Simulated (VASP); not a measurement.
# Cu (Ia-3) in VASP: a series of runs, part 2 of 3

VASP 6.6.1. Earlier steps stand in the parts before.

## 3. Single point, PBE

This run uses another cell than the first one, of 16.00 Å³/atom, 1.265 times its volume.

INCAR reads:

```
PREC = Accurate
ENCUT = 520
EDIFF = 1E-6
ISMEAR = 0
SIGMA = 0.1
LREAL = F
LASPH = T
NELM = 60
ALGO = Fast
ISIF = 2
LWAVE = F
LCHARG = F
GGA = PE
NBANDS = 54
```

KPOINTS reads:

```
Automatic mesh
0
Gamma
  4 4 4
```

POSCAR reads:

```
Cu
1.0
   -3.1745307260      3.1745307260      3.1745307260
    3.1745307260     -3.1745307260      3.1745307260
    3.1745307260      3.1745307260     -3.1745307260
Cu
8
Direct
    0.2216866700      0.2216866700      0.2216866700
    0.5000000000      0.0000000000      0.2783133300
    0.2783133300      0.5000000000      0.0000000000
    0.0000000000      0.2783133300      0.5000000000
    0.7783133300      0.7783133300      0.7783133300
    0.5000000000      0.0000000000      0.7216866700
    0.7216866700      0.5000000000      0.0000000000
    0.0000000000      0.7216866700      0.5000000000
```

Potentials or basis: VASP PAW PBE potentials, release 64 (Cu).

Run with:

```sh
cat potpaw_PBE.64/Cu/POTCAR > POTCAR
mpirun -np 1 vasp_std > vasp.out
```

OUTCAR:

```text
PREC = Accurate
   ENCUT = 520
   EDIFF = 1E-6
   ISMEAR = 0
   LREAL = F
   LASPH = T
   NELM = 60
   ISIF = 2
   GGA = PE

 ion  position               nearest neighbor table
   1  0.222  0.222  0.222-   2 2.26   4 2.26   3 2.26   5 2.44
   2  0.500  0.000  0.278-   1 2.26   4 2.26   3 2.26   6 2.44
   3  0.278  0.500  0.000-   4 2.26   2 2.26   1 2.26   7 2.44
   4  0.000  0.278  0.500-   1 2.26   3 2.26   2 2.26   8 2.44
   5  0.778  0.778  0.778-   6 2.26   8 2.26   7 2.26   1 2.44
   6  0.500  0.000  0.722-   5 2.26   7 2.26   8 2.26   2 2.44
   7  0.722  0.500  0.000-   8 2.26   5 2.26   6 2.26   3 2.44
   8  0.000  0.722  0.500-   5 2.26   7 2.26   6 2.26   4 2.44

  LATTYP: Found a body centered cubic cell.
 ALAT       =     6.3490614520

  Lattice vectors:

 A1 = (  -3.1745307260,   3.1745307260,   3.1745307260)
 A2 = (   3.1745307260,  -3.1745307260,   3.1745307260)
 A3 = (   3.1745307260,   3.1745307260,  -3.1745307260)

Analysis of symmetry for initial positions (statically):
=====================================================================
 Subroutine PRICEL returns:
 Original cell was already a primitive cell.

 Routine SETGRP: Setting up the symmetry group for a
 body centered cubic supercell.

 Subroutine GETGRP returns: Found 24 space group operations
 (whereof  6 operations were pure point group operations)
 out of a pool of 48 trial point group operations.

The static configuration has the point symmetry S_6 .
 The point group associated with its full space group is T_h .

Analysis of symmetry for dynamics (positions and initial velocities):
=====================================================================
 Subroutine PRICEL returns:
 Original cell was already a primitive cell.

[... 125 lines left out ...]
  Fermi-wavevector in a.u.,A,eV,Ry     =   1.445006  2.730665 28.409524  2.088041
  Thomas-Fermi vector in A             =   2.563236
   LORBIT       =      0    0 simple, 1 ext, 2 COOP (PROOUT), +10 PAW based schemes
   GGA     = PE    functional components
   LHFCALC =     F    Hartree Fock is set to
   AEXX    =    0.0000 exact exchange contribution
   IVDW    =     0    specifies the selected vdW correction
   LEPSILON=     F    determine dielectric tensor
   LRPA    =     F    only Hartree local field effects (RPA)
 non-spin polarized calculation
 RMM-DIIS sequential band-by-band and
 Gauss-broadening in eV      SIGMA  =   0.10
  energy-cutoff  :      520.00
  volume of cell :      127.97
 maximum number of plane-waves:      3468
 NGX is ok and might be reduce to    42
   NGX = 21   NGY = 21   NGZ = 21

 number of electron      87.9999992 magnetization

 Free energy of the ion-electron system (eV)
  ---------------------------------------------------
  ext. energy  EPLUGINS =         0.00000000
  ---------------------------------------------------
  free energy    TOTEN  =       -23.17638709 eV

  energy without entropy =      -23.15141909  energy(sigma->0) =      -23.16390309

 E-fermi :   4.4976     XC(G=0): -10.9118

 val. band max:        4.4828615398   @ k =   0.2500   0.0000   0.0000
 cond. band min:       4.5705553907   @ k =   0.5000   0.5000   0.2500
 fundamental gap:      0.0876938509
 Fermi energy:         4.4976042709

 k-point     1 :       0.0000    0.0000    0.0000
  band No.  band energies     occupation
      1      -2.9055      2.00000
      2       0.6885      2.00000
      3       0.6885      2.00000
      4       0.8078      2.00000
      5       0.8078      2.00000
      6       0.8078      2.00000
[... 445 lines left out ...]
     53       9.4691      0.00000
     54      10.6193      0.00000

------------------------ aborting loop because EDIFF is reached ----------------------------------------

  FORCE on cell =-STRESS in cart. coord.  units (eV):
  Direction    XX          YY          ZZ          XY          YZ          ZX
  --------------------------------------------------------------------------------------
  -------------------------------------------------------------------------------------
  Total        1.8418301      1.8418301      1.8418301      0.0000000     -0.0000000      0.0000000
  in kB       23.0601199     23.0601199     23.0601199      0.0000000     -0.0000000      0.0000000
  external PRESSURE =      23.0601199 kB  Pullay stress =       0.0000000 kB

 VOLUME and BASIS-vectors are now :
 -----------------------------------------------------------------------------
  energy-cutoff  :      520.00
  volume of cell :      127.97
      direct lattice vectors                 reciprocal lattice vectors
    -3.174530726  3.174530726  3.174530726     0.000000000  0.157503594  0.157503594
     3.174530726 -3.174530726  3.174530726     0.157503594  0.000000000  0.157503594
     3.174530726  3.174530726 -3.174530726     0.157503594  0.157503594  0.000000000

 POSITION                                       TOTAL-FORCE (eV/Angst)
 -----------------------------------------------------------------------------------
      0.70375      0.70375      0.70375         0.000561      0.000561      0.000561
     -0.70375      2.47078      0.70375        -0.000561     -0.000561      0.000561
      0.70375     -0.70375      2.47078         0.000561     -0.000561     -0.000561
      2.47078      0.70375     -0.70375        -0.000561      0.000561     -0.000561
      2.47078      2.47078      2.47078        -0.000561     -0.000561     -0.000561
      0.70375      3.87828     -0.70375         0.000561      0.000561     -0.000561
     -0.70375      0.70375      3.87828        -0.000561      0.000561      0.000561
      3.87828     -0.70375      0.70375         0.000561     -0.000561      0.000561
 -----------------------------------------------------------------------------------
    total drift:                               -0.000000     -0.000000      0.000000

  FREE ENERGIE OF THE ION-ELECTRON SYSTEM (eV)
  ---------------------------------------------------
  free  energy   TOTEN  =       -23.1763870869 eV

  energy  without entropy=      -23.1514190874  energy(sigma->0) =      -23.16390309
```

OSZICAR:

```text
N       E                     dE             d eps       ncg     rms          rms(c)
DAV:   1     0.785879127256E+03    0.78588E+03   -0.37949E+04   864   0.265E+03
DAV:   2     0.756352796138E+02   -0.71024E+03   -0.69595E+03   864   0.476E+02
DAV:   3    -0.243416443171E+02   -0.99977E+02   -0.91530E+02   906   0.225E+02
DAV:   4    -0.282883492137E+02   -0.39467E+01   -0.39133E+01   938   0.624E+01
DAV:   5    -0.283497864908E+02   -0.61437E-01   -0.61400E-01  1122   0.774E+00    0.190E+01
RMM:   6    -0.256756735255E+02    0.26741E+01   -0.66465E+01   888   0.925E+01    0.114E+01
RMM:   7    -0.231487693546E+02    0.25269E+01   -0.15343E+01   870   0.498E+01    0.149E+00
RMM:   8    -0.231616119760E+02   -0.12843E-01   -0.55613E-01   933   0.519E+00    0.559E-01
RMM:   9    -0.231734096041E+02   -0.11798E-01   -0.15569E-01   960   0.204E+00    0.325E-01
RMM:  10    -0.231776720658E+02   -0.42625E-02   -0.78196E-02   908   0.345E+00    0.471E-01
RMM:  11    -0.231754111864E+02    0.22609E-02   -0.35276E-02   907   0.169E+00    0.125E-01
RMM:  12    -0.231764081516E+02   -0.99697E-03   -0.11291E-02  1021   0.585E-01    0.894E-02
RMM:  13    -0.231765966038E+02   -0.18845E-03   -0.21117E-03  1171   0.211E-01    0.118E-01
RMM:  14    -0.231764385168E+02    0.15809E-03   -0.13747E-04   922   0.831E-02    0.704E-02
RMM:  15    -0.231763877763E+02    0.50741E-04   -0.12163E-04   932   0.518E-02    0.423E-02
RMM:  16    -0.231763879600E+02   -0.18368E-06   -0.19609E-05  1007   0.305E-02    0.421E-02
RMM:  17    -0.231763870869E+02    0.87313E-06   -0.26158E-06   618   0.113E-02
   1 F= -.23176387E+02 E0= -.23163903E+02  d E =-.249680E-01
```

It took 41 s on 1 thread of Intel Xeon 6975P-C (Granite Rapids), shared host; peak memory 0.26 GiB.

Results:

| Item | Value |
| --- | --- |
| Free energy | -23.1764 eV |
| Pressure | 2.3 GPa |
| Band gap on the k mesh | zero (band 44 reaches 5.67 eV, above the bottom of band 45 at 3.35 eV) |

Levels at points of the mesh, in eV from the Fermi level:
```csv
k point,band 42,band 43,band 44,band 45,band 46,band 47
"(0.00, 0.00, 0.00)",1.18,1.18,1.18,1.20,1.44,1.44
"(0.50, 0.00, 0.00)",-1.39,-0.72,-0.72,0.23,0.23,3.04
"(0.50, 0.50, 0.50)",-1.36,-1.36,-1.15,-1.15,-1.15,4.52
```

## 4. Relaxation of cell and atoms, PBE

INCAR reads:

```
  PREC = Accurate
  ENCUT = 600
  EDIFF = 1E-6
  ISMEAR = 0
  SIGMA = 0.1
  LREAL = False
  LASPH = True
  NELM = 80
  ALGO = Fast
  ISIF = 3
  LWAVE = False
  LCHARG = False
  GGA = PE
  IBRION = 2
  NSW = 90
  EDIFFG = -0.04
```

KPOINTS is that of step 3.

POSCAR reads:

```
Cu
1.0
   -2.9355627884      2.9355627884      2.9355627884
    2.9355627884     -2.9355627884      2.9355627884
    2.9355627884      2.9355627884     -2.9355627884
Cu
8
Direct
    0.2060000000      0.2060000000      0.2060000000
    0.5000000000      0.0000000000      0.2940000000
    0.2940000000      0.5000000000      0.0000000000
    0.0000000000      0.2940000000      0.5000000000
    0.7940000000      0.7940000000      0.7940000000
    0.5000000000      0.0000000000      0.7060000000
    0.7060000000      0.5000000000      0.0000000000
    0.0000000000      0.7060000000      0.5000000000
```

Potentials or basis: VASP PAW PBE potentials, release 64 (Cu).

Run with:

```sh
cat potpaw_PBE.64/Cu/POTCAR > POTCAR
mpirun -np 1 vasp_std > vasp.out
```

OUTCAR:

```text
PREC = Accurate
   ENCUT = 600
   EDIFF = 1E-6
   ISMEAR = 0
   LREAL = False
   LASPH = True
   NELM = 80
   ISIF = 3
   GGA = PE
   IBRION = 2
   NSW = 90
   EDIFFG = -0.04

 ion  position               nearest neighbor table
   1  0.206  0.206  0.206-   5 2.09   3 2.11   4 2.11   2 2.11
   2  0.500  0.000  0.294-   6 2.09   4 2.11   1 2.11   3 2.11
   3  0.294  0.500  0.000-   7 2.09   2 2.11   1 2.11   4 2.11
   4  0.000  0.294  0.500-   8 2.09   2 2.11   1 2.11   3 2.11
   5  0.794  0.794  0.794-   1 2.09   6 2.11   7 2.11   8 2.11
   6  0.500  0.000  0.706-   2 2.09   8 2.11   7 2.11   5 2.11
   7  0.706  0.500  0.000-   3 2.09   5 2.11   8 2.11   6 2.11
   8  0.000  0.706  0.500-   4 2.09   6 2.11   5 2.11   7 2.11

  LATTYP: Found a body centered cubic cell.
 ALAT       =     5.8711255768

  Lattice vectors:

 A1 = (  -2.9355627884,   2.9355627884,   2.9355627884)
 A2 = (   2.9355627884,  -2.9355627884,   2.9355627884)
 A3 = (   2.9355627884,   2.9355627884,  -2.9355627884)

Analysis of symmetry for initial positions (statically):
=====================================================================
 Subroutine PRICEL returns:
 Original cell was already a primitive cell.

 Routine SETGRP: Setting up the symmetry group for a
 body centered cubic supercell.

 Subroutine GETGRP returns: Found 24 space group operations
 (whereof  6 operations were pure point group operations)
 out of a pool of 48 trial point group operations.

The static configuration has the point symmetry S_6 .
 The point group associated with its full space group is T_h .

Analysis of symmetry for dynamics (positions and initial velocities):
=====================================================================
 Subroutine PRICEL returns:
 Original cell was already a primitive cell.

 Routine SETGRP: Setting up the symmetry group for a
 body centered cubic supercell.

 Subroutine GETGRP returns: Found 24 space group operations
 (whereof  6 operations were pure point group operations)
 out of a pool of 48 trial point group operations.

[... 113 lines left out ...]
   IALGO  =     68    algorithm
   IMIX   =      4    mixing-type and parameters
     AMIX     =   0.40;   BMIX     =  1.00
     AMIX_MAG =   1.60;   BMIX_MAG =  1.00
  volume/ion in A,a.u.               =      12.65        85.36
  Fermi-wavevector in a.u.,A,eV,Ry     =   1.562635  2.952953 33.223110  2.441830
  Thomas-Fermi vector in A             =   2.665525
   LORBIT       =      0    0 simple, 1 ext, 2 COOP (PROOUT), +10 PAW based schemes
   GGA     = PE    functional components
   LHFCALC =     F    Hartree Fock is set to
   AEXX    =    0.0000 exact exchange contribution
   IVDW    =     0    specifies the selected vdW correction
   LEPSILON=     F    determine dielectric tensor
   LRPA    =     F    only Hartree local field effects (RPA)
 conjugate gradient relaxation of ions
 non-spin polarized calculation
 RMM-DIIS sequential band-by-band and
 Gauss-broadening in eV      SIGMA  =   0.10
  energy-cutoff  :      600.00
  volume of cell :      101.19
 maximum number of plane-waves:      3408
 NGX is ok and might be reduce to    42
   NGX = 21   NGY = 21   NGZ = 21

--------------------------------------- Ionic step        1  -------------------------------------------

 number of electron      88.0000022 magnetization

 Free energy of the ion-electron system (eV)
  ---------------------------------------------------
  ext. energy  EPLUGINS =         0.00000000
  ---------------------------------------------------
  free energy    TOTEN  =       -20.24760132 eV

  energy without entropy =      -20.23362154  energy(sigma->0) =      -20.24061143

 E-fermi :   6.8928     XC(G=0): -12.1548

 val. band max:        6.8601851939   @ k =   0.2500   0.0000   0.0000
 cond. band min:       7.1744791229   @ k =   0.5000   0.5000   0.2500
 fundamental gap:      0.3142939290
 Fermi energy:         6.8928384182

 k-point     1 :       0.0000    0.0000    0.0000
  band No.  band energies     occupation
      1      -1.9583      2.00000
      2       2.0501      2.00000
      3       2.0501      2.00000
      4       2.1301      2.00000
      5       2.1301      2.00000
      6       2.1301      2.00000
[... 548 lines left out ...]
  FREE ENERGIE OF THE ION-ELECTRON SYSTEM (eV)
  ---------------------------------------------------
  free  energy   TOTEN  =       -23.0776932787 eV

  energy  without entropy=      -23.0551982589  energy(sigma->0) =      -23.06644577

[... ionic steps 4 to 8 ...]

--------------------------------------- Ionic step        9  -------------------------------------------

 number of electron      87.9999981 magnetization

------------------------ aborting loop because EDIFF is reached ----------------------------------------
[... 79 lines left out ...]
--------------------------------------- Ionic step       11  -------------------------------------------

 number of electron      87.9999989 magnetization

 Free energy of the ion-electron system (eV)
  ---------------------------------------------------
  ext. energy  EPLUGINS =         0.00000000
  ---------------------------------------------------
  free energy    TOTEN  =       -23.17244450 eV

  energy without entropy =      -23.14700903  energy(sigma->0) =      -23.15972676

 E-fermi :   4.4603     XC(G=0): -10.8896

 val. band max:        4.4464618595   @ k =   0.2500   0.0000   0.0000
 cond. band min:       4.5311976740   @ k =   0.5000   0.5000   0.2500
 fundamental gap:      0.0847358145
 Fermi energy:         4.4603390379

 k-point     1 :       0.0000    0.0000    0.0000
  band No.  band energies     occupation
      1      -2.9194      2.00000
      2       0.6697      2.00000
      3       0.6697      2.00000
      4       0.7889      2.00000
      5       0.7889      2.00000
      6       0.7889      2.00000
[... 464 lines left out ...]
  FREE ENERGIE OF THE ION-ELECTRON SYSTEM (eV)
  ---------------------------------------------------
  free  energy   TOTEN  =       -23.1724445004 eV

  energy  without entropy=      -23.1470090292  energy(sigma->0) =      -23.15972676

 reached required accuracy - stopping structural energy minimisation
```

OSZICAR:

```text
N       E                     dE             d eps       ncg     rms          rms(c)
DAV:   1     0.864554773305E+03    0.86455E+03   -0.42253E+04   832   0.334E+03
DAV:   2     0.997284985340E+02   -0.76483E+03   -0.75085E+03   832   0.562E+02
DAV:   3    -0.204452990576E+02   -0.12017E+03   -0.11318E+03   836   0.268E+02
DAV:   4    -0.254797155012E+02   -0.50344E+01   -0.49715E+01   940   0.769E+01
[... 145 lines left out ...]
RMM:   7    -0.231724359268E+02    0.64735E-04   -0.24704E-04   839   0.165E-01    0.148E-02
RMM:   8    -0.231724431383E+02   -0.72114E-05   -0.89145E-05  1161   0.626E-02    0.119E-02
RMM:   9    -0.231724441821E+02   -0.10438E-05   -0.50409E-06   702   0.194E-02    0.126E-02
RMM:  10    -0.231724442553E+02   -0.73213E-07   -0.19762E-05   933   0.421E-02    0.146E-02
RMM:  11    -0.231724445004E+02   -0.24514E-06   -0.47222E-06   657   0.132E-02
  11 F= -.23172445E+02 E0= -.23159727E+02  d E =-.416706E-02
```

CONTCAR:

```text
Cu
   1.00000000000000
    -3.1790909508798175    3.1790909508798175    3.1790909508798171
     3.1790909508798175   -3.1790909508798175    3.1790909508798171
     3.1790909508798175    3.1790909508798175   -3.1790909508798171
  Cu
     8
Direct
     0.2218909771058908    0.2218909771058908    0.2218909771058908
     0.5000000000000000    0.0000000000000000    0.2781090228941093
     0.2781090228941093    0.5000000000000000    0.0000000000000000
     0.0000000000000000    0.2781090228941093    0.5000000000000000
     0.7781090228941090    0.7781090228941090    0.7781090228941090
     0.5000000000000000    1.0000000000000000    0.7218909771058910
     0.7218909771058910    0.5000000000000000    0.0000000000000000
     0.0000000000000000    0.7218909771058910    0.5000000000000000

  0.00000000E+00  0.00000000E+00  0.00000000E+00
  0.00000000E+00  0.00000000E+00  0.00000000E+00
  0.00000000E+00  0.00000000E+00  0.00000000E+00
  0.00000000E+00  0.00000000E+00  0.00000000E+00
  0.00000000E+00  0.00000000E+00  0.00000000E+00
  0.00000000E+00  0.00000000E+00  0.00000000E+00
  0.00000000E+00  0.00000000E+00  0.00000000E+00
  0.00000000E+00  0.00000000E+00  0.00000000E+00
```

It took 7.2 min on 1 thread of Intel Xeon Platinum 8488C (Sapphire Rapids), shared host; peak memory 0.27 GiB.

Results:

```yaml
Free_energy: -23.1724 eV
Relaxed_volume: 16.06 Å³/atom
Relaxed_cell: a = 5.506 Å, b = 5.506 Å, c = 5.506 Å, α = 109.47°, β = 109.47°, γ = 109.47°
Space_group_after_relaxing_to_0.05_Å: Ia-3 (No. 206)
Energy_gained_by_relaxing: 365.6 meV/atom
Ionic_steps: 11
Pressure_after_relaxing: -0.1 GPa
Largest_force_after_relaxing: 0.008 eV/Å
Band_gap_on_the_k_mesh: zero (band 44 reaches 5.63 eV, above the bottom of band 45 at 3.32 eV)
```

Forces in eV/Å, atoms in the order of the input:
```
Cu  -0.005 -0.005 -0.005
Cu   0.005  0.005 -0.005
Cu  -0.005  0.005  0.005
Cu   0.005 -0.005  0.005
Cu   0.005  0.005  0.005
Cu  -0.005 -0.005  0.005
Cu   0.005 -0.005 -0.005
Cu  -0.005  0.005 -0.005
```

Step by step:
```tsv
step	energy change (eV)	largest force (eV/Å)	pressure (GPa)	volume (Å³)
1	0.0000	1.8609	37.30	101.19
2	-2.2522	0.1837	-7.86	150.72
3	-2.8301	0.0784	0.12	129.32
4	-2.9183	0.0643	-0.56	129.93
5	-2.9206	0.0661	0.10	128.95
6	-2.9207	0.0659	0.40	128.72
7	-2.9207	0.0680	0.15	128.84
8	-2.9207	0.0626	0.36	128.78
9	-2.9207	0.0701	0.31	128.81
10	-2.9228	0.0484	-0.25	128.74
11	-2.9248	0.0082	-0.07	128.52
```

Final structure:
```
CELL_PARAMETERS angstrom
-3.17909 3.17909 3.17909
3.17909 -3.17909 3.17909
3.17909 3.17909 -3.17909
ATOMIC_POSITIONS crystal
Cu 0.22189 0.22189 0.22189
Cu 0.50000 0.00000 0.27811
Cu 0.27811 0.50000 0.00000
Cu 0.00000 0.27811 0.50000
Cu 0.77811 0.77811 0.77811
Cu 0.50000 0.00000 0.72189
Cu 0.72189 0.50000 0.00000
Cu 0.00000 0.72189 0.50000
```

Caveat: the k points lie up to 0.35 Å⁻¹ apart in the final cell; the volume moved by over 15 % at a fixed basis, so the end points are rough.

(Part 2 of 3 ends here.)
